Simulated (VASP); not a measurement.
# MoS (Fm-3m) in VASP: notebook

MoS is run at these levels: PBE+U; tasks: single point.

Everything below comes from runs of VASP 6.6.1. Logs are shortened: lines on timing, memory, paths and dates and some standing lists are left out, and cuts for length are marked.

**1. The cell of the first run**

Symmetry: Fm-3m, No. 225, cubic system. Conventional cell: a = 5.082 Å, b = 5.082 Å, c = 5.082 Å, α = 90.00°, β = 90.00°, γ = 90.00°. Mo (site symmetry m-3m) has 6 S at 2.54 Å within 3.4 Å. Within 3.4 Å of S (site symmetry m-3m) lie 6 Mo at 2.54 Å.

**2. Single point, PBE+U, collinear spin, ferromagnetic start**

INCAR reads:

```
  PREC = Accurate
  ENCUT = 520
  EDIFF = 1E-6
  ISMEAR = 0
  SIGMA = 0.1
  LREAL = F
  LASPH = T
  NELM = 150
  ALGO = Normal
  ISIF = 2
  LWAVE = F
  LCHARG = F
  ISPIN = 2
  MAGMOM = 2 0
  LORBIT = 11
  LMAXMIX = 4
  LDAU = T
  LDAUTYPE = 2
  LDAUL = 2 -1
  LDAUU = 4.38 0
  LDAUJ = 0 0
  LDAUPRINT = 1
  GGA = PE
  NBANDS = 21
```

KPOINTS reads:

```
regular mesh
0
Gamma
  14 14 14
```

POSCAR reads:

```
MoS
1.0
    0.0000000000      2.5411035429      2.5411035429
    2.5411035429      0.0000000000      2.5411035429
    2.5411035429      2.5411035429      0.0000000000
Mo S
1 1
Direct
    0.0000000000      0.0000000000      0.0000000000
    0.5000000000      0.5000000000      0.5000000000
```

Potentials or basis: VASP PAW PBE potentials, release 64 (Mo_sv, S).

Command:

```
cat potpaw_PBE.64/Mo_sv/POTCAR potpaw_PBE.64/S/POTCAR > POTCAR
mpirun -np 1 vasp_std > vasp.out
```

OUTCAR:

```text
PREC = Accurate
   ENCUT = 520
   EDIFF = 1E-6
   ISMEAR = 0
   LREAL = F
   LASPH = T
   NELM = 150
   ISIF = 2
   ISPIN = 2
   LORBIT = 11
   GGA = PE

 ion  position               nearest neighbor table
   1  0.000  0.000  0.000-   2 2.54   2 2.54   2 2.54   2 2.54   2 2.54   2 2.54
   2  0.500  0.500  0.500-   1 2.54   1 2.54   1 2.54   1 2.54   1 2.54   1 2.54

  LATTYP: Found a face centered cubic cell.
 ALAT       =     5.0822070858

  Lattice vectors:

 A1 = (   0.0000000000,   2.5411035429,   2.5411035429)
 A2 = (   2.5411035429,   0.0000000000,   2.5411035429)
 A3 = (   2.5411035429,   2.5411035429,   0.0000000000)

Analysis of symmetry for initial positions (statically):
=====================================================================
 Subroutine PRICEL returns:
 Original cell was already a primitive cell.

 Routine SETGRP: Setting up the symmetry group for a
 face centered cubic supercell.

 Subroutine GETGRP returns: Found 48 space group operations
 (whereof 48 operations were pure point group operations)
 out of a pool of 48 trial point group operations.

The static configuration has the point symmetry O_h .

Analysis of symmetry for dynamics (positions and initial velocities):
=====================================================================
 Subroutine PRICEL returns:
 Original cell was already a primitive cell.

 Routine SETGRP: Setting up the symmetry group for a
 face centered cubic supercell.

 Subroutine GETGRP returns: Found 48 space group operations
 (whereof 48 operations were pure point group operations)
 out of a pool of 48 trial point group operations.

The dynamic configuration has the point symmetry O_h .

Analysis of structural, dynamic, and magnetic symmetry:
=====================================================================
 Subroutine PRICEL returns:
 Original cell was already a primitive cell.

 Routine SETGRP: Setting up the symmetry group for a
 face centered cubic supercell.

 Subroutine GETGRP returns: Found 48 space group operations
 (whereof 48 operations were pure point group operations)
 out of a pool of 48 trial point group operations.

The overall configuration has the point symmetry O_h .

 Subroutine INISYM returns: Found 48 space group operations
 (whereof 48 operations are pure point group operations),
 and found     1 'primitive' translations

----------------------------------------------------------------------------------------

                                     Primitive cell

  volume of cell :      32.8169

  direct lattice vectors                    reciprocal lattice vectors
     0.000000000  2.541103543  2.541103543    -0.196764906  0.196764906  0.196764906
     2.541103543  0.000000000  2.541103543     0.196764906 -0.196764906  0.196764906
     2.541103543  2.541103543  0.000000000     0.196764906  0.196764906 -0.196764906

  length of vectors
     3.593663094  3.593663094  3.593663094     0.340806815  0.340806815  0.340806815

  position of ions in fractional coordinates (direct lattice)
     0.000000000  0.000000000  0.000000000
     0.500000000  0.500000000  0.500000000

  ion indices of the primitive-cell ions
   primitive index   ion index
                 1           1
                 2           2

----------------------------------------------------------------------------------------

 KPOINTS: regular mesh

Automatic generation of k-mesh.
 Grid dimensions read from file:
[... 58 lines left out ...]
   ICHARG =      2    charge: 1-file 2-atom 10-const
   ISPIN  =      2    spin polarized calculation?
   LNONCOLLINEAR =      F non collinear calculations
   LSORBIT =      F    spin-orbit coupling
   LASPH  =      T    aspherical Exc in radial PAW
   ENCUT  =  520.0 eV  38.22 Ry    6.18 a.u.   6.68  6.68  6.68*2*pi/ulx,y,z
   NELM   =    150;   NELMIN=  2; NELMDL= -5     # of ELM steps
   EDIFF  = 0.1E-05   stopping-criterion for ELM
   LREAL  =      F    real-space projection
   EDIFFG = 0.1E-04   stopping-criterion for IOM
   NSW    =      0    number of steps for IOM
   IBRION =     -1    ionic relax: 0-MD 1-quasi-New 2-CG
   NFREE  =      0    steps in history (QN), initial steepest desc. (CG)
   ISIF   =      2    stress and relaxation
   ISYM   =      2    0-nonsym 1-usesym 2-fastsym
   POTIM  = 0.5000    time-step for ionic-motion
   TEBEG  =    0.0;   TEEND  =   0.0 temperature during run
   PSTRESS=    0.0 pullay stress
   NELECT =      20.0000    total number of electrons
   NUPDOWN=      -1.0000    fix difference up-down
   EMIN   =  10.00;   EMAX   =-10.00  energy-range for DOS
   EFERMI =   0.00;   METHOD = LEGACY
   ISMEAR =     0;   SIGMA  =   0.10  broadening in eV -4-tet -1-fermi 0-gaus
   EFERMI_NEDOS =   21; number of points for ismear=-14 and -15
   IALGO  =     38    algorithm
   IMIX   =      4    mixing-type and parameters
     AMIX     =   0.40;   BMIX     =  1.00
     AMIX_MAG =   1.60;   BMIX_MAG =  1.00
  volume/ion in A,a.u.               =      16.41       110.73
  Fermi-wavevector in a.u.,A,eV,Ry     =   1.387988  2.622918 26.211780  1.926511
  Thomas-Fermi vector in A             =   2.512157
   LORBIT       =     11    0 simple, 1 ext, 2 COOP (PROOUT), +10 PAW based schemes
 LDA+U is selected, type is set to LDAUTYPE =  2
   angular momentum for each species LDAUL =     2   -1
   U (eV)           for each species LDAUU =   4.4  0.0
   J (eV)           for each species LDAUJ =   0.0  0.0
   GGA     = PE    functional components
   LHFCALC =     F    Hartree Fock is set to
   AEXX    =    0.0000 exact exchange contribution
   IVDW    =     0    specifies the selected vdW correction
   LEPSILON=     F    determine dielectric tensor
   LRPA    =     F    only Hartree local field effects (RPA)
 spin polarized calculation
 Gauss-broadening in eV      SIGMA  =   0.10
  energy-cutoff  :      520.00
  volume of cell :       32.82
 maximum number of plane-waves:       905
   NGX = 13   NGY = 13   NGZ = 13

atom =   1  type =  1  l = 2

 onsite density matrix

spin component  1

  0.8509 -0.0000 -0.0000  0.0000 -0.0000
 -0.0000  0.8509  0.0000  0.0000 -0.0000
 -0.0000  0.0000  0.4361  0.0000  0.0000
  0.0000  0.0000  0.0000  0.8509  0.0000
 -0.0000 -0.0000  0.0000  0.0000  0.4361

spin component  2

  0.1070 -0.0000 -0.0000  0.0000  0.0000
 -0.0000  0.1070  0.0000 -0.0000 -0.0000
 -0.0000  0.0000  0.1422 -0.0000 -0.0000
  0.0000 -0.0000 -0.0000  0.1070  0.0000
  0.0000 -0.0000 -0.0000  0.0000  0.1422

 occupancies and eigenvectors

  o =  0.1070  v =  0.0000  0.0000  0.0000  0.0000  0.0000  0.0105  0.9933 -0.0000 -0.1150  0.0000      0.0000  0.0000  0.0000  0.0000  0.0000  0.0000  0.0000  0.0000  0.0000  0.0000
  o =  0.1070  v =  0.0000  0.0000  0.0000  0.0000  0.0000  0.0065 -0.1151 -0.0000 -0.9933 -0.0000      0.0000  0.0000  0.0000  0.0000  0.0000  0.0000  0.0000  0.0000  0.0000  0.0000
  o =  0.1070  v =  0.0000  0.0000  0.0000  0.0000  0.0000  0.9999 -0.0097  0.0000  0.0077 -0.0000      0.0000  0.0000  0.0000  0.0000  0.0000  0.0000  0.0000  0.0000  0.0000  0.0000
  o =  0.1422  v =  0.0000  0.0000  0.0000  0.0000  0.0000  0.0000  0.0000 -0.1518  0.0000 -0.9884      0.0000  0.0000  0.0000  0.0000  0.0000  0.0000  0.0000  0.0000  0.0000  0.0000
  o =  0.1422  v =  0.0000  0.0000  0.0000  0.0000  0.0000 -0.0000  0.0000  0.9884 -0.0000 -0.1518      0.0000  0.0000  0.0000  0.0000  0.0000  0.0000  0.0000  0.0000  0.0000  0.0000
  o =  0.4361  v =  0.0000  0.0000 -0.0314  0.0000  0.9995  0.0000  0.0000  0.0000  0.0000  0.0000      0.0000  0.0000  0.0000  0.0000  0.0000  0.0000  0.0000  0.0000  0.0000  0.0000
  o =  0.4361  v =  0.0000 -0.0000 -0.9995  0.0000 -0.0314  0.0000  0.0000  0.0000  0.0000  0.0000      0.0000  0.0000  0.0000  0.0000  0.0000  0.0000  0.0000  0.0000  0.0000  0.0000
  o =  0.8509  v =  0.0000 -0.9904  0.0000  0.1386  0.0000  0.0000  0.0000  0.0000  0.0000  0.0000      0.0000  0.0000  0.0000  0.0000  0.0000  0.0000  0.0000  0.0000  0.0000  0.0000
  o =  0.8509  v =  0.0000  0.1386  0.0000  0.9904  0.0000  0.0000  0.0000  0.0000  0.0000  0.0000      0.0000  0.0000  0.0000  0.0000  0.0000  0.0000  0.0000  0.0000  0.0000  0.0000
  o =  0.8509  v =  1.0000  0.0000  0.0000  0.0000  0.0000  0.0000  0.0000  0.0000  0.0000  0.0000      0.0000  0.0000  0.0000  0.0000  0.0000  0.0000  0.0000  0.0000  0.0000  0.0000

 number of electron      19.9999997 magnetization       3.0856745

 Free energy of the ion-electron system (eV)
  ---------------------------------------------------
  ext. energy  EPLUGINS =         0.00000000
  ---------------------------------------------------
  free energy    TOTEN  =       -10.94143057 eV

  energy without entropy =      -10.93552041  energy(sigma->0) =      -10.93847549

 E-fermi :  10.9554     XC(G=0): -11.7871

 val. band max:       10.9533398885   @ k =  -0.4286   0.3571   0.0714
 cond. band min:      10.9580187742   @ k =   0.5000   0.2857   0.0714
 fundamental gap:      0.0046788857
 Fermi energy:        10.9553903687

 spin component 1

 k-point     1 :       0.0000    0.0000    0.0000
  band No.  band energies     occupation
      1     -51.5471      1.00000
      2     -25.7274      1.00000
      3     -25.7274      1.00000
      4     -25.7274      1.00000
      5      -5.2935      1.00000
      6       6.4116      1.00000
[... 1145 lines left out ...]
     20      26.4637      0.00000
     21      29.5311      0.00000

 [... further k-points ...]
[... 5 lines left out ...]
  --------------------------------------------------------------------------------------
  -------------------------------------------------------------------------------------
  Total        2.8786419      2.8786419      2.8786419      0.0000000      0.0000000      0.0000000
  in kB      140.5403871    140.5403871    140.5403871      0.0000000      0.0000000      0.0000000
  external PRESSURE =     140.5403871 kB  Pullay stress =       0.0000000 kB

 VOLUME and BASIS-vectors are now :
 -----------------------------------------------------------------------------
  energy-cutoff  :      520.00
  volume of cell :       32.82
      direct lattice vectors                 reciprocal lattice vectors
     0.000000000  2.541103543  2.541103543    -0.196764906  0.196764906  0.196764906
     2.541103543  0.000000000  2.541103543     0.196764906 -0.196764906  0.196764906
     2.541103543  2.541103543  0.000000000     0.196764906  0.196764906 -0.196764906

 POSITION                                       TOTAL-FORCE (eV/Angst)
 -----------------------------------------------------------------------------------
      0.00000      0.00000      0.00000         0.000000     -0.000000      0.000000
      2.54110      2.54110      2.54110        -0.000000      0.000000     -0.000000
 -----------------------------------------------------------------------------------
    total drift:                               -0.000000      0.000000      0.000000

  FREE ENERGIE OF THE ION-ELECTRON SYSTEM (eV)
  ---------------------------------------------------
  free  energy   TOTEN  =       -10.9414305746 eV

  energy  without entropy=      -10.9355204054  energy(sigma->0) =      -10.93847549

 total charge

# of ion       s       p       d       tot
------------------------------------------
    1        2.226   6.105   3.986  12.316
    2        1.306   2.474   0.000   3.780
--------------------------------------------------
tot          3.532   8.578   3.986  16.097

 magnetization (x)

# of ion       s       p       d       tot
------------------------------------------
    1        0.055   0.022   2.799   2.876
    2       -0.001  -0.021   0.000  -0.022
--------------------------------------------------
tot          0.054   0.001   2.799   2.854
```

Wall time 4.7 min (1 thread of Intel Xeon 8259CL, shared host); peak memory 0.25 GiB.

Results:

```yaml
Free_energy: -10.9414 eV
Pressure: 14.1 GPa
Net_moment: 3.09 μB per cell
Site_moments: Mo +2.88; S -0.02 μB
Valence_electrons_inside_the_program's_atomic_spheres: Mo 12.32; S 3.78
```

Levels at points of the mesh, in eV from the Fermi level:
Spin up:
| k point | band 8 | band 9 | band 10 | band 11 | band 12 | band 13 | band 14 | band 15 | band 16 | band 17 |
| --- | --- | --- | --- | --- | --- | --- | --- | --- | --- | --- |
| (0.00, 0.00, 0.00) | -4.54 | -3.27 | -3.27 | -3.27 | -2.57 | -2.57 | 2.14 | 8.06 | 10.65 | 10.65 |
| (0.50, 0.00, 0.00) | -6.63 | -2.60 | -2.60 | -1.78 | 1.96 | 3.77 | 3.77 | 5.57 | 5.57 | 10.36 |
| (0.50, 0.50, 0.00) | -4.60 | -4.60 | -2.27 | -2.27 | -1.66 | 0.69 | 2.06 | 8.40 | 9.45 | 12.87 |
Spin down:
```tsv
k point	band 6	band 7	band 8	band 9	band 10	band 11
(0.00, 0.00, 0.00)	-3.18	-3.18	-3.18	-0.27	-0.27	-0.27
(0.50, 0.00, 0.00)	-8.05	-5.47	-5.47	2.37	2.50	2.50
(0.50, 0.50, 0.00)	-6.66	-4.43	-4.43	-2.46	1.02	2.79
```

Eigenvalues of the final occupation matrices:
```tsv
site	spin	trace	eigenvalues
site 1 d	1	3.42	0.44 0.44 0.85 0.85 0.85
site 1 d	2	0.61	0.11 0.11 0.11 0.14 0.14
```

The state reached can hang on the start; a lower one may exist.

**3. Single point, PBE+U, collinear spin, ferromagnetic start**

This run uses another cell than the first one, of 17.64 Å³/atom, 1.075 times its volume.

INCAR reads:

```
SYSTEM = MoS
  ALGO = Normal
  EDIFF = 1E-6
  ENCUT = 520
  GGA = PE
  ISIF = 2
  ISMEAR = 0
  ISPIN = 2
  LASPH = .True.
  LCHARG = .False.
  LDAU = .True.
  LDAUJ = 0 0
  LDAUL = 2 -1
  LDAUPRINT = 1
  LDAUTYPE = 2
  LDAUU = 4.38 0
  LMAXMIX = 4
  LORBIT = 11
  LREAL = .False.
  LWAVE = .False.
  MAGMOM = 2 0
  NBANDS = 21
  NELM = 150
  PREC = Accurate
  SIGMA = 0.1
```

KPOINTS reads:

```
k-points
0
Gamma
  14 14 14
  0 0 0
```

POSCAR reads:

```
MoS
1.0
    0.0000000000      2.6031059795      2.6031059795
    2.6031059795      0.0000000000      2.6031059795
    2.6031059795      2.6031059795      0.0000000000
Mo S
1 1
Direct
    0.0000000000      0.0000000000      0.0000000000
    0.5000000000      0.5000000000      0.5000000000
```

Potentials or basis: VASP PAW PBE potentials, release 64 (Mo_sv, S).

Command:

```
cat potpaw_PBE.64/Mo_sv/POTCAR potpaw_PBE.64/S/POTCAR > POTCAR
mpirun -np 1 vasp_std > vasp.out
```

It took 4.3 min on 1 thread of Intel Xeon 8259CL, shared host; peak memory 0.26 GiB.

The run converged. Its results:

- Free energy: -11.1002 eV
- Pressure: 6.7 GPa
- Net moment: 3.41 μB per cell
- Site moments: Mo +3.13; S -0.04 μB
- Valence electrons inside the program's atomic spheres: Mo 12.24; S 3.75

Levels at points of the mesh, in eV from the Fermi level:
Spin up:
```csv
k point,band 9,band 10,band 11,band 12,band 13,band 14,band 15,band 16
"(0.00, 0.00, 0.00)",-3.13,-3.13,-3.13,-2.56,-2.56,1.56,8.08,10.23
"(0.50, 0.00, 0.00)",-2.65,-2.65,-1.90,1.97,3.16,3.16,5.49,5.49
"(0.50, 0.50, 0.00)",-4.39,-2.36,-2.36,-1.76,0.28,1.68,7.94,8.94
```
Spin down:
| k point | band 4 | band 5 | band 6 | band 7 | band 8 | band 9 | band 10 | band 11 | band 12 | band 13 |
| --- | --- | --- | --- | --- | --- | --- | --- | --- | --- | --- |
| (0.00, 0.00, 0.00) | -34.44 | -15.57 | -3.06 | -3.06 | -3.06 | 0.25 | 0.25 | 0.25 | 0.40 | 0.40 |
| (0.50, 0.00, 0.00) | -34.45 | -14.18 | -7.51 | -5.03 | -5.03 | 2.49 | 2.80 | 2.80 | 2.95 | 5.66 |
| (0.50, 0.50, 0.00) | -34.48 | -14.42 | -6.29 | -4.23 | -4.23 | -1.82 | 1.40 | 2.79 | 3.58 | 3.58 |

Eigenvalues of the final occupation matrices:
```
    site  spin  trace               eigenvalues
site 1 d     1   3.52  0.48 0.48 0.85 0.85 0.85
site 1 d     2   0.46  0.07 0.07 0.07 0.12 0.12
```

**4. Single point, PBE+U, collinear spin, ferromagnetic start**

This run uses another cell than the first one, of 18.87 Å³/atom, 1.150 times its volume.

INCAR reads:

```
ALGO     = Normal         # electronic algorithm
EDIFF    = 1E-6           # SCF threshold, eV
ENCUT    = 520            # plane-wave cutoff, eV
GGA      = PE             # functional
ISIF     = 2              # what is computed and relaxed
ISMEAR   = 0              # smearing method
ISPIN    = 2              # spin polarisation
LASPH    = True           # aspherical terms in the spheres
LCHARG   = False          # write CHGCAR
LDAU     = True           # DFT+U
LDAUJ    = 0 0          
LDAUL    = 2 -1           # shell
LDAUPRINT= 1            
LDAUTYPE = 2            
LDAUU    = 4.38 0         # U, eV
LMAXMIX  = 4              # l up to which the mixer works
LORBIT   = 11             # projections on sites
LREAL    = False          # projectors in reciprocal space
LWAVE    = False          # write WAVECAR
MAGMOM   = 2 0            # initial moments
NBANDS   = 21             # bands
NELM     = 150            # most SCF steps
PREC     = Accurate       # precision mode
SIGMA    = 0.1            # smearing width, eV
```

KPOINTS reads:

```
k-points
0
Gamma
  14 14 14
```

POSCAR reads:

```
MoS
1.0
    0.0000000000      2.6622876354      2.6622876354
    2.6622876354      0.0000000000      2.6622876354
    2.6622876354      2.6622876354      0.0000000000
Mo S
1 1
Direct
    0.0000000000      0.0000000000      0.0000000000
    0.5000000000      0.5000000000      0.5000000000
```

Command:

```
cat potpaw_PBE.64/Mo_sv/POTCAR potpaw_PBE.64/S/POTCAR > POTCAR
mpirun -np 1 vasp_std > vasp.out
```

Run time: 4.2 min. Hardware: 1 thread of Intel Xeon 8259CL, shared host; peak memory 0.26 GiB.

It converged, with:

| Property | Result |
| --- | --- |
| Free energy | -11.1681 eV |
| Pressure | 2.4 GPa |
| Net moment | 3.72 μB per cell |
| Site moments | Mo +3.36; S -0.06 μB |
| Valence electrons inside the program's atomic spheres | Mo 12.19; S 3.73 |

Levels at points of the mesh, in eV from the Fermi level:
Spin up:
| k point | band 8 | band 9 | band 10 | band 11 | band 12 | band 13 | band 14 | band 15 | band 16 | band 17 |
| --- | --- | --- | --- | --- | --- | --- | --- | --- | --- | --- |
| (0.00, 0.00, 0.00) | -4.05 | -2.93 | -2.93 | -2.93 | -2.48 | -2.48 | 1.14 | 8.14 | 9.96 | 9.96 |
| (0.50, 0.00, 0.00) | -5.90 | -2.58 | -2.58 | -1.91 | 2.02 | 2.72 | 2.72 | 5.48 | 5.48 | 8.68 |
| (0.50, 0.50, 0.00) | -4.13 | -4.13 | -2.32 | -2.32 | -1.78 | -0.03 | 1.47 | 7.63 | 8.54 | 11.73 |
Spin down:
```
           k point  band 4  band 5  band 6  band 7  band 8  band 9  band 10  band 11  band 12  band 13
(0.00, 0.00, 0.00)  -34.13  -15.06   -2.88   -2.88   -2.88    0.79     0.79     0.79     0.89     0.89
(0.50, 0.00, 0.00)  -34.14  -13.88   -6.94   -4.58   -4.58    2.68     3.17     3.17     3.23     5.59
(0.50, 0.50, 0.00)  -34.16  -14.03   -5.87   -3.96   -3.96   -1.17     1.82     2.86     3.75     3.90
```

Eigenvalues of the final occupation matrices:
| site | spin | trace | eigenvalues |
| --- | --- | --- | --- |
| site 1 d | 1 | 3.63 | 0.53 0.53 0.85 0.85 0.85 |
| site 1 d | 2 | 0.33 | 0.04 0.04 0.04 0.10 0.10 |

**5. The runs side by side**

| cell | gap on the mesh (eV) | pressure (GPa) | moment (μB) |
| --- | --- | --- | --- |
| a = 3.594 Å, angles 60.0°, 2 atoms | none | 14.1 | 3.09 |
| a = 3.681 Å, angles 60.0°, 2 atoms | none | 6.7 | 3.41 |
| a = 3.765 Å, angles 60.0°, 2 atoms | none | 2.4 | 3.72 |

Alike in all rows: task single point; level PBE+U; potentials or basis VASP PAW PBE potentials, release 64 (Mo_sv, S); spin collinear, ferromagnetic start; Mo d U = 4.38 eV; k mesh 14 × 14 × 14; cutoff (eV) 520; smearing gaussian 0.1 eV.

Total energies depend on the potentials used, so only differences within one code and one set of settings carry meaning.
